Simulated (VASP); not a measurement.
# InP (I-4m2) in VASP: a series of runs, part 2 of 2

VASP 6.6.1. Earlier steps stand in the parts before.

## (4) Single point, r2SCAN (strain -0.0100 x Voigt [0, 1, 0, 0, 0, 0])

File POSCAR:

```
InP
1.0
    0.0000000000      2.9011950000      2.9305000000
    2.9305000000      0.0000000000      2.9305000000
    2.9305000000      2.9011950000      0.0000000000
In P
1 1
Direct
    0.0000000000      0.0000000000      0.0000000000
    0.7500000000      0.7500000000      0.7500000000
```

File INCAR.step1:

```
SYSTEM = InP
  PREC = Accurate
  ENCUT = 520
  ISMEAR = 0
  SIGMA = 0.05
  LREAL = .FALSE.
  LASPH = .TRUE.
  NELM = 60
  NBANDS = 16
  GGA = PE
  ALGO = Normal
  EDIFF = 1E-4
  LWAVE = .TRUE.
  LCHARG = .FALSE.
```

File INCAR.step2:

```
SYSTEM = InP
  PREC = Accurate
  ENCUT = 520
  EDIFF = 1E-7
  ISMEAR = 0
  SIGMA = 0.05
  LREAL = .FALSE.
  LASPH = .TRUE.
  NELM = 60
  ALGO = Normal
  ISIF = 2
  LWAVE = .FALSE.
  LCHARG = .TRUE.
  METAGGA = R2SCAN
  LMIXTAU = .TRUE.
  LELF = .TRUE.
  LVHAR = .TRUE.
  NBANDS = 16
  ISTART = 1
```

File KPOINTS:

```
Automatic mesh
0
G
  8 8 8
  0 0 0
```

Potentials or basis: VASP PAW PBE potentials, release 64 (In_d, P).

Command:

```
cat potpaw_PBE.64/In_d/POTCAR potpaw_PBE.64/P/POTCAR > POTCAR
cp INCAR.step1 INCAR
mpirun -np 1 vasp_std > vasp.out
cp INCAR.step2 INCAR
mpirun -np 1 vasp_std > vasp.out
```

OUTCAR:

```text
SYSTEM = InP
   PREC = Accurate
   ENCUT = 520
   EDIFF = 1E-7
   ISMEAR = 0
   LREAL = .FALSE.
   LASPH = .TRUE.
   NELM = 60
   ISIF = 2
   METAGGA = R2SCAN
   ISTART = 1

 ion  position               nearest neighbor table
   1  0.000  0.000  0.000-   2 2.53   2 2.53   2 2.53   2 2.53
   2  0.750  0.750  0.750-   1 2.53   1 2.53   1 2.53   1 2.53

  LATTYP: Found a body centered tetragonal cell.
 ALAT       =     4.1443528445
 C/A-ratio  =     1.4000714267

  Lattice vectors:

[... 644 lines left out ...]

  FORCE on cell =-STRESS in cart. coord.  units (eV):
  Direction    XX          YY          ZZ          XY          YZ          ZX
  --------------------------------------------------------------------------------------
  -------------------------------------------------------------------------------------
  Total        0.6832462      0.8173113      0.6832462      0.0000000      0.0000000      0.0000000
  in kB       21.9683490     26.2789334     21.9683490      0.0000000      0.0000000      0.0000000
  external PRESSURE =      23.4052104 kB  Pullay stress =       0.0000000 kB

 VOLUME and BASIS-vectors are now :
 -----------------------------------------------------------------------------
  energy-cutoff  :      520.00
  volume of cell :       49.83
      direct lattice vectors                 reciprocal lattice vectors
     0.000000000  2.901195000  2.930500000    -0.170619348  0.172342776  0.170619348
     2.930500000  0.000000000  2.930500000     0.170619348 -0.172342776  0.170619348
     2.930500000  2.901195000  0.000000000     0.170619348  0.172342776 -0.170619348

 POSITION                                       TOTAL-FORCE (eV/Angst)
 -----------------------------------------------------------------------------------
      0.00000      0.00000      0.00000         0.000000      0.000000      0.000000
      4.39575      4.35179      4.39575        -0.000000     -0.000000     -0.000000
 -----------------------------------------------------------------------------------
    total drift:                                0.000001      0.000004      0.000001

  FREE ENERGIE OF THE ION-ELECTRON SYSTEM (eV)
  ---------------------------------------------------
  free  energy   TOTEN  =       -32.2848903966 eV

  energy  without entropy=      -32.2848903966  energy(sigma->0) =      -32.28489040
```

OUTCAR.step1:

```text
SYSTEM = InP
   PREC = Accurate
   ENCUT = 520
   ISMEAR = 0
   LREAL = .FALSE.
   LASPH = .TRUE.
[... 678 lines left out ...]
      0.00000      0.00000      0.00000        -0.000000      0.000000     -0.000000
      4.39575      4.35179      4.39575         0.000000     -0.000000      0.000000
 -----------------------------------------------------------------------------------
    total drift:                               -0.000000      0.000000     -0.000000

  FREE ENERGIE OF THE ION-ELECTRON SYSTEM (eV)
  ---------------------------------------------------
  free  energy   TOTEN  =        -8.3687510165 eV

  energy  without entropy=       -8.3687510165  energy(sigma->0) =       -8.36875102
```

OSZICAR.step1:

```text
N       E                     dE             d eps       ncg     rms          rms(c)
DAV:   1     0.112748681907E+03    0.11275E+03   -0.84330E+03  1912   0.125E+03
DAV:   2    -0.112919756577E+01   -0.11388E+03   -0.10875E+03  2064   0.305E+02
DAV:   3    -0.859206357685E+01   -0.74629E+01   -0.74276E+01  2520   0.751E+01
DAV:   4    -0.878755611650E+01   -0.19549E+00   -0.19543E+00  2416   0.130E+01
DAV:   5    -0.879571756867E+01   -0.81615E-02   -0.81613E-02  2840   0.227E+00    0.578E+00
DAV:   6    -0.839820554963E+01    0.39751E+00   -0.62075E-01  3040   0.130E+01    0.347E+00
DAV:   7    -0.836760417016E+01    0.30601E-01   -0.16626E-01  2720   0.328E+00    0.127E+00
DAV:   8    -0.836792003671E+01   -0.31587E-03   -0.16214E-02  2400   0.152E+00    0.342E-01
DAV:   9    -0.836852373902E+01   -0.60370E-03   -0.13026E-03  2424   0.385E-01    0.160E-01
DAV:  10    -0.836867467799E+01   -0.15094E-03   -0.24809E-04  2320   0.222E-01    0.951E-02
DAV:  11    -0.836875101649E+01   -0.76338E-04   -0.14444E-04  2232   0.114E-01
   1 F= -.83687510E+01 E0= -.83687510E+01  d E =-.944469E-16
```

Run time: 3.1 min. Hardware: 1 thread of Intel Xeon 8259CL, shared host; peak memory 0.21 GiB.

Results:

```
Free energy            : -32.2849 eV
Pressure               : 2.3 GPa
Band gap on the k mesh : 1.19 eV
```

Levels at points of the mesh, in eV from the valence-band top:
```
           k point  band 7  band 8  band 9  band 10  band 11  band 12
(0.00, 0.00, 0.00)   -0.05   -0.05    0.00     1.19     4.40     4.41
(0.50, 0.00, 0.00)   -5.97   -1.09   -1.02     1.86     5.09     5.17
(0.50, 0.50, 0.00)   -5.98   -2.46   -2.46     1.98     2.55     9.89
(0.50, 0.00, 0.50)   -5.91   -2.52   -2.52     1.92     2.45     9.99
```

Caveat: the cell differs from its parent crystal (strain -0.0100 x Voigt [0, 1, 0, 0, 0, 0]); the PAW data sets were made with another functional, which shifts forces and pressure a little; spin-orbit coupling is left out, which moves the levels of the heavy elements.

## (5) Single point, r2SCAN (strain +0.0100 x Voigt [0, 1, 0, 0, 0, 0])

File POSCAR:

```
InP
1.0
    0.0000000000      2.9598050000      2.9305000000
    2.9305000000      0.0000000000      2.9305000000
    2.9305000000      2.9598050000      0.0000000000
In P
1 1
Direct
    0.0000000000      0.0000000000      0.0000000000
    0.7500000000      0.7500000000      0.7500000000
```

File INCAR.step1:

```
SYSTEM = InP
PREC     = Accurate       ! precision mode
ENCUT    = 520            ! plane-wave cutoff, eV
ISMEAR   = 0              ! smearing method
SIGMA    = 0.05           ! smearing width, eV
LREAL    = .FALSE.        ! projectors in reciprocal space
LASPH    = .TRUE.         ! aspherical terms in the spheres
NELM     = 60             ! most SCF steps
NBANDS   = 16             ! bands
GGA      = PE             ! functional
ALGO     = Normal         ! electronic algorithm
EDIFF    = 1E-4           ! SCF threshold, eV
LWAVE    = .TRUE.         ! write WAVECAR
LCHARG   = .FALSE.        ! write CHGCAR
```

File INCAR.step2:

```
SYSTEM = InP
PREC     = Accurate       ! precision mode
ENCUT    = 520            ! plane-wave cutoff, eV
EDIFF    = 1E-6           ! SCF threshold, eV
ISMEAR   = 0              ! smearing method
SIGMA    = 0.05           ! smearing width, eV
LREAL    = .FALSE.        ! projectors in reciprocal space
LASPH    = .TRUE.         ! aspherical terms in the spheres
NELM     = 60             ! most SCF steps
ALGO     = Normal         ! electronic algorithm
ISIF     = 2              ! what is computed and relaxed
LWAVE    = .FALSE.        ! write WAVECAR
LCHARG   = .FALSE.        ! write CHGCAR
METAGGA  = R2SCAN         ! meta-GGA
LMIXTAU  = .TRUE.       
NBANDS   = 16             ! bands
ISTART   = 1
```

File KPOINTS:

```
regular mesh
0
G
  8 8 8
  0 0 0
```

Command:

```
cat potpaw_PBE.64/In_d/POTCAR potpaw_PBE.64/P/POTCAR > POTCAR
cp INCAR.step1 INCAR
mpirun -np 1 vasp_std > vasp.out
cp INCAR.step2 INCAR
mpirun -np 1 vasp_std > vasp.out
```

It took 2.8 min on 1 thread of Intel Xeon 8259CL, shared host; peak memory 0.21 GiB.

It converged, with:

```
Free energy            : -32.2951 eV
Pressure               : 0.8 GPa
Band gap on the k mesh : 1.09 eV
```

Stress tensor (GPa, compression positive):
```
0.99 0.00 0.00
0.00 0.54 0.00
0.00 0.00 0.99
```

Levels at points of the mesh, in eV from the valence-band top:
| k point | band 7 | band 8 | band 9 | band 10 | band 11 | band 12 |
| --- | --- | --- | --- | --- | --- | --- |
| (0.00, 0.00, 0.00) | -0.05 | 0.00 | 0.00 | 1.09 | 4.42 | 4.42 |
| (0.50, 0.00, 0.00) | -5.84 | -1.04 | -0.98 | 1.82 | 5.11 | 5.18 |
| (0.50, 0.50, 0.00) | -5.83 | -2.41 | -2.41 | 1.99 | 2.50 | 9.84 |
| (0.50, 0.00, 0.50) | -5.89 | -2.35 | -2.35 | 2.05 | 2.60 | 9.73 |

Caveat: the cell differs from its parent crystal (strain +0.0100 x Voigt [0, 1, 0, 0, 0, 0]); the PAW data sets were made with another functional, which shifts forces and pressure a little; spin-orbit coupling is left out, which moves the levels of the heavy elements.

## (6) The runs side by side

```csv
cell,gap on the mesh (eV),pressure (GPa)
"a = 4.083, b = 4.144 Å, angles 59.5, 61.0, 59.5°, 2 atoms",1.25,4.0
"a = 4.103, b = 4.144 Å, angles 59.7, 60.7, 59.7°, 2 atoms",1.22,3.2
"a = 4.124, b = 4.144 Å, angles 59.8, 60.3, 59.8°, 2 atoms",1.19,2.3
"a = 4.165, b = 4.144 Å, angles 60.2, 59.7, 60.2°, 2 atoms",1.09,0.8
```

Alike in all rows: task single point; level r2SCAN; potentials or basis VASP PAW PBE potentials, release 64 (In_d, P); no spin polarisation; k mesh 8 × 8 × 8; cutoff (eV) 520; smearing gaussian 0.05 eV.

Caveats: the PAW data sets were made with another functional, which shifts forces and pressure a little; spin-orbit coupling is left out, which moves the levels of the heavy elements; the cell stands under pressure (at least some runs).

Total energies depend on the potentials used, so only differences within one code and one set of settings carry meaning.
